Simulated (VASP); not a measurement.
# Sb in VASP: single point with PBEsol+D3(BJ)

Aim: the single point of Sb with PBEsol+D3(BJ).

Program: VASP 6.6.1. These are calculated values, not measurements. Logs are shortened: lines on timing, memory, paths and dates and some standing lists are left out, and cuts for length are marked.

## Step 1: The cell of the first run

The cell holds a slab with vacuum, 6 atoms: a = 6.928 Å, b = 6.928 Å, c = 23.190 Å, α = 90.00°, β = 90.00°, γ = 120.00°.

## Step 2: Single point, PBEsol+D3(BJ)

INCAR reads:

```
SYSTEM = Sb
ALGO = Normal
DIPOL = 0.5 0.5 0.633
EDIFF = 1E-6
ENCUT = 400
GGA = PS
GGA_COMPAT = .FALSE.
IDIPOL = 3
ISIF = 2
ISMEAR = 0
IVDW = 12
LASPH = .TRUE.
LCHARG = .FALSE.
LDIPOL = .TRUE.
LREAL = .FALSE.
LWAVE = .FALSE.
NBANDS = 24
NELM = 120
NELMDL = -8
PREC = Accurate
SIGMA = 0.04
```

KPOINTS reads:

```
k-points
0
G
  6 6 1
  0 0 0
```

POSCAR reads:

```
Sb
1.0
    6.9280048636      0.0000000000      0.0000000000
   -3.4640024318      5.9998282094      0.0000000000
    0.0000000000      0.0000000000     23.1900000000
Sb
6
Direct
    0.6666670000      0.6666670000      0.5965150964
    0.3511766931      0.9981010155      0.5959986840
    1.0184224113      0.3352451329      0.5976207882
    0.3473960992      0.3253748338      0.6692235210
    1.0058422244      0.6690883509      0.6661648669
    0.6838499233      1.0055379028      0.6696194477
```

Potentials or basis: VASP PAW PBE potentials, release 64 (Sb).

Launch:

```sh
$ cat potpaw_PBE.64/Sb/POTCAR > POTCAR
$ mpirun -np 1 vasp_std > vasp.out
```

OUTCAR:

```text
SYSTEM = Sb
   EDIFF = 1E-6
   ENCUT = 400
   GGA = PS
   ISIF = 2
   ISMEAR = 0
   IVDW = 12
   LASPH = .TRUE.
   LREAL = .FALSE.
   NELM = 120
   NELMDL = -8
   PREC = Accurate
 IVDW          = 12

 ion  position               nearest neighbor table
   1  0.667  0.667  0.597-   5 2.84   4 2.85   6 2.85
   2  0.351  0.998  0.596-   4 2.84   6 2.85   5 2.85
   3  0.018  0.335  0.598-   6 2.84   5 2.84   4 2.85
   4  0.347  0.325  0.669-   2 2.84   1 2.85   3 2.85
   5  0.006  0.669  0.666-   3 2.84   1 2.84   2 2.85
   6  0.684  0.006  0.670-   3 2.84   2 2.85   1 2.85

  LATTYP: Found a hexagonal cell.
 ALAT       =     6.9280048636
 C/A-ratio  =     3.3472840243

  Lattice vectors:

 A1 = (   6.9280048636,   0.0000000000,   0.0000000000)
 A2 = (  -3.4640024318,   5.9998282094,   0.0000000000)
 A3 = (   0.0000000000,   0.0000000000,  23.1900000000)

Analysis of symmetry for initial positions (statically):
=====================================================================
 Subroutine PRICEL returns:
 Original cell was already a primitive cell.

 Routine SETGRP: Setting up the symmetry group for a
 hexagonal supercell.

 Subroutine GETGRP returns: Found  1 space group operations
 (whereof  1 operations were pure point group operations)
 out of a pool of 24 trial point group operations.

The static configuration has the point symmetry C_1 .

Analysis of symmetry for dynamics (positions and initial velocities):
=====================================================================
 Subroutine PRICEL returns:
 Original cell was already a primitive cell.

 Routine SETGRP: Setting up the symmetry group for a
 hexagonal supercell.

 Subroutine GETGRP returns: Found  1 space group operations
 (whereof  1 operations were pure point group operations)
 out of a pool of 24 trial point group operations.

The dynamic configuration has the point symmetry C_1 .

 Subroutine INISYM returns: Found  1 space group operations
 (whereof  1 operations are pure point group operations),
 and found     1 'primitive' translations

----------------------------------------------------------------------------------------

                                     Primitive cell

  volume of cell :     963.9350

  direct lattice vectors                    reciprocal lattice vectors
     6.928004864  0.000000000  0.000000000     0.144341700  0.083335719  0.000000000
    -3.464002432  5.999828209  0.000000000     0.000000000  0.166671439  0.000000000
     0.000000000  0.000000000 23.190000000     0.000000000  0.000000000  0.043122035

  length of vectors
     6.928004864  6.928004864 23.190000000     0.166671439  0.166671439  0.043122035

  position of ions in fractional coordinates (direct lattice)
     0.666667000  0.666667000  0.596515096
     0.351176693  0.998101015  0.595998684
     0.018422411  0.335245133  0.597620788
     0.347396099  0.325374834  0.669223521
     0.005842224  0.669088351  0.666164867
     0.683849923  0.005537903  0.669619448

  ion indices of the primitive-cell ions
   primitive index   ion index
                 1           1
                 2           2
                 3           3
                 4           4
                 5           5
                 6           6

----------------------------------------------------------------------------------------

 KPOINTS: k-points

Automatic generation of k-mesh.
 Grid dimensions read from file:
 generate k-points for:    6    6    1

 Generating k-lattice:

  Cartesian coordinates                     Fractional coordinates (reciprocal lattice)
     0.024056950  0.013889287  0.000000000     0.166666667 -0.000000000  0.000000000
     0.000000000  0.027778573  0.000000000     0.000000000  0.166666667  0.000000000
     0.000000000  0.000000000  0.043122035     0.000000000  0.000000000  1.000000000

  Length of vectors
     0.027778573  0.027778573  0.043122035

  Shift w.r.t. Gamma in fractional coordinates (k-lattice)
     0.000000000  0.000000000  0.000000000

 Subroutine IBZKPT returns following result:
 ===========================================

 Found     20 irreducible k-points:

 Following reciprocal coordinates:
            Coordinates               Weight
  0.000000  0.000000  0.000000      1.000000
  0.166667  0.000000  0.000000      2.000000
  0.000000  0.166667  0.000000      2.000000
 -0.166667  0.166667  0.000000      2.000000
  0.333333  0.000000  0.000000      2.000000
  0.000000  0.333333  0.000000      2.000000
[... 12 lines left out ...]
  0.500000 -0.166667  0.000000      2.000000
  0.333333  0.333333  0.000000      2.000000
   k-points           NKPTS =     20   k-points in BZ     NKDIM =     20   number of bands    NBANDS=     24
   number of dos      NEDOS =    301   number of ions     NIONS =      6
   total plane-waves  NPLWV = 368640
   dimension x,y,z NGX =    48 NGY =   48 NGZ =  160
   dimension x,y,z NGXF=    96 NGYF=   96 NGZF=  320
   ions per type =               6
   NGX,Y,Z   is equivalent  to a cutoff of  11.52, 11.52, 11.47 a.u.
   NGXF,Y,Z  is equivalent  to a cutoff of  23.04, 23.04, 22.94 a.u.
 SYSTEM =  Sb
   PREC   = accura    normal or accurate (medium, high low for compatibility)
   ISTART =      0    job   : 0-new  1-cont  2-samecut
   ICHARG =      2    charge: 1-file 2-atom 10-const
   ISPIN  =      1    spin polarized calculation?
   LNONCOLLINEAR =      F non collinear calculations
   LSORBIT =      F    spin-orbit coupling
   LASPH  =      T    aspherical Exc in radial PAW
   ENCUT  =  400.0 eV  29.40 Ry    5.42 a.u.  11.30 11.30 37.82*2*pi/ulx,y,z
   NELM   =    120;   NELMIN=  2; NELMDL= -8     # of ELM steps
   EDIFF  = 0.1E-05   stopping-criterion for ELM
   LREAL  =      F    real-space projection
   EDIFFG = 0.1E-04   stopping-criterion for IOM
   NSW    =      0    number of steps for IOM
   IBRION =     -1    ionic relax: 0-MD 1-quasi-New 2-CG
   NFREE  =      0    steps in history (QN), initial steepest desc. (CG)
   ISIF   =      2    stress and relaxation
   ISYM   =      2    0-nonsym 1-usesym 2-fastsym
   POTIM  = 0.5000    time-step for ionic-motion
   TEBEG  =    0.0;   TEEND  =   0.0 temperature during run
   PSTRESS=    0.0 pullay stress
   NELECT =      30.0000    total number of electrons
   NUPDOWN=      -1.0000    fix difference up-down
   EMIN   =  10.00;   EMAX   =-10.00  energy-range for DOS
   EFERMI =   0.00;   METHOD = LEGACY
   ISMEAR =     0;   SIGMA  =   0.04  broadening in eV -4-tet -1-fermi 0-gaus
   EFERMI_NEDOS =   21; number of points for ismear=-14 and -15
   IALGO  =     38    algorithm
   IMIX   =      4    mixing-type and parameters
     AMIX     =   0.40;   BMIX     =  1.00
     AMIX_MAG =   1.60;   BMIX_MAG =  1.00
  volume/ion in A,a.u.               =     160.66      1084.16
  Fermi-wavevector in a.u.,A,eV,Ry     =   0.514951  0.973116  3.607920  0.265175
  Thomas-Fermi vector in A             =   1.530160
   LORBIT       =      0    0 simple, 1 ext, 2 COOP (PROOUT), +10 PAW based schemes
   GGA     = PS    functional components
   LHFCALC =     F    Hartree Fock is set to
   AEXX    =    0.0000 exact exchange contribution
   IVDW    =    12    specifies the selected vdW correction
   LEPSILON=     F    determine dielectric tensor
   LRPA    =     F    only Hartree local field effects (RPA)
 non-spin polarized calculation
 Gauss-broadening in eV      SIGMA  =   0.04
  energy-cutoff  :      400.00
  volume of cell :      963.93
 maximum number of plane-waves:     17583
 NGX is ok and might be reduce to    48
   NGX = 23   NGY = 23   NGZ = 75

 dipolmoment           0.000000      0.000000     -0.000001 electrons x Angstroem

 number of electron      29.9999999 magnetization

 dipolmoment           0.000000      0.000000      0.000010 electrons x Angstroem

 Free energy of the ion-electron system (eV)
  ---------------------------------------------------
  ext. energy  EPLUGINS =         0.00000000
  ---------------------------------------------------
  free energy    TOTEN  =       -26.17475956 eV

  energy without entropy =      -26.17475956  energy(sigma->0) =      -26.17475956

 E-fermi :  -2.2788     XC(G=0):  -2.3882

 val. band max:       -2.4845687771   @ k =   0.0000   0.0000   0.0000
 cond. band min:      -1.5178542620   @ k =   0.3333   0.3333   0.0000
 fundamental gap:      0.9667145151
 Fermi energy:        -2.2787831469

 k-point     1 :       0.0000    0.0000    0.0000
  band No.  band energies     occupation
      1     -14.3690      2.00000
      2     -11.2972      2.00000
      3     -11.2886      2.00000
      4     -11.2767      2.00000
      5     -11.2701      2.00000
      6      -9.1938      2.00000
[... 16 lines left out ...]
     23       0.9307      0.00000
     24       0.9767      0.00000

 k-point     2 :       0.1667    0.0000    0.0000
  band No.  band energies     occupation
      1     -14.2618      2.00000
      2     -11.9919      2.00000
      3     -11.8061      2.00000
      4     -10.8199      2.00000
      5     -10.6026      2.00000
      6      -9.1655      2.00000
[... 16 lines left out ...]
     23       0.8311      0.00000
     24       1.2630      0.00000

 k-point     3 :       0.0000    0.1667    0.0000
  band No.  band energies     occupation
      1     -14.2618      2.00000
      2     -11.9911      2.00000
      3     -11.8085      2.00000
      4     -10.8141      2.00000
      5     -10.6059      2.00000
      6      -9.1671      2.00000
[... 16 lines left out ...]
     23       0.8421      0.00000
     24       1.2604      0.00000
[... 406 lines left out ...]
 k-point    19 :       0.5000   -0.1667    0.0000
  band No.  band energies     occupation
      1     -13.6355      2.00000
      2     -13.0434      2.00000
      3     -12.5463      2.00000
      4     -10.2320      2.00000
      5      -9.6666      2.00000
      6      -9.2321      2.00000
[... 16 lines left out ...]
     23       0.8738      0.00000
     24       1.0442      0.00000

 k-point    20 :       0.3333    0.3333    0.0000
  band No.  band energies     occupation
      1     -13.1667      2.00000
      2     -13.1525      2.00000
      3     -13.1132      2.00000
      4      -9.6320      2.00000
      5      -9.6179      2.00000
      6      -9.5862      2.00000
[... 16 lines left out ...]
     23       1.0627      0.00000
     24       1.0895      0.00000

------------------------ aborting loop because EDIFF is reached ----------------------------------------

 vacuum level on the upper side and lower side of the slab       (xc-potential included)        -0.008        -0.008

 Edisp (eV)   -1.21169

 E8    (eV) :    -0.8605

  FORCE on cell =-STRESS in cart. coord.  units (eV):
  Direction    XX          YY          ZZ          XY          YZ          ZX
  --------------------------------------------------------------------------------------
  -------------------------------------------------------------------------------------
  Total      -0.08426    -0.06479    -0.08347    -0.00585     0.00314    -0.03950
  in kB      -0.14005    -0.10769    -0.13874    -0.00972     0.00522    -0.06566
  external pressure =       -0.13 kB  Pullay stress =        0.00 kB

 VOLUME and BASIS-vectors are now :
 -----------------------------------------------------------------------------
  energy-cutoff  :      400.00
  volume of cell :      963.93
      direct lattice vectors                 reciprocal lattice vectors
     6.928004864  0.000000000  0.000000000     0.144341700  0.083335719  0.000000000
    -3.464002432  5.999828209  0.000000000     0.000000000  0.166671439  0.000000000
     0.000000000  0.000000000 23.190000000     0.000000000  0.000000000  0.043122035

 POSITION                                       TOTAL-FORCE (eV/Angst)
 -----------------------------------------------------------------------------------
      2.30934      3.99989     13.83319         0.107183      0.018065      0.020774
     -1.02447      5.98843     13.82121        -0.054036      0.056183      0.031905
     -1.03366      2.01141     13.85883        -0.034493     -0.078744     -0.018373
      1.27966      1.95219     15.51929        -0.069995      0.096184     -0.025341
     -2.27725      4.01442     15.44836         0.105747      0.012021      0.038996
      4.71853      0.03323     15.52847        -0.054406     -0.103710     -0.047961
 -----------------------------------------------------------------------------------
    total drift:                                0.000021     -0.000040      0.000244

  FREE ENERGIE OF THE ION-ELECTRON SYSTEM (eV)
  ---------------------------------------------------
  free  energy   TOTEN  =       -27.3864487313 eV

  energy  without entropy=      -27.3864487313  energy(sigma->0) =      -27.38644873

 vacuum level on the upper side and lower side of the slab         2.112         2.112
```

It took 12 min on 1 thread of Oxide Virtual Turin-like, shared host; peak memory 0.77 GiB.

What came out:

| Property | Result |
| --- | --- |
| Free energy | -27.3864 eV |
| Largest force | 0.127 eV/Å |
| Band gap on the k mesh | 0.97 eV |
| Dispersion energy per atom | -0.202 eV |

Forces in eV/Å, atoms in the order of the input:
```
Sb   0.107  0.018  0.021
Sb  -0.054  0.056  0.032
Sb  -0.034 -0.079 -0.018
Sb  -0.070  0.096 -0.025
Sb   0.106  0.012  0.039
Sb  -0.054 -0.104 -0.048
```

Levels at points of the mesh, in eV from the valence-band top:
| k point | band 13 | band 14 | band 15 | band 16 | band 17 | band 18 |
| --- | --- | --- | --- | --- | --- | --- |
| (0.00, 0.00, 0.00) | -1.06 | -0.01 | 0.00 | 1.05 | 1.06 | 1.68 |
| (0.50, 0.00, 0.00) | -1.74 | -0.90 | -0.76 | 1.41 | 1.94 | 1.98 |
| (0.00, 0.50, 0.00) | -1.74 | -0.88 | -0.79 | 1.41 | 1.95 | 1.98 |
| (0.50, 0.50, 0.00) | -1.74 | -0.86 | -0.79 | 1.41 | 1.95 | 1.97 |

Caveat: the PAW data sets were made with another functional, which shifts forces and pressure a little; spin-orbit coupling is left out, which moves the levels of the heavy elements.
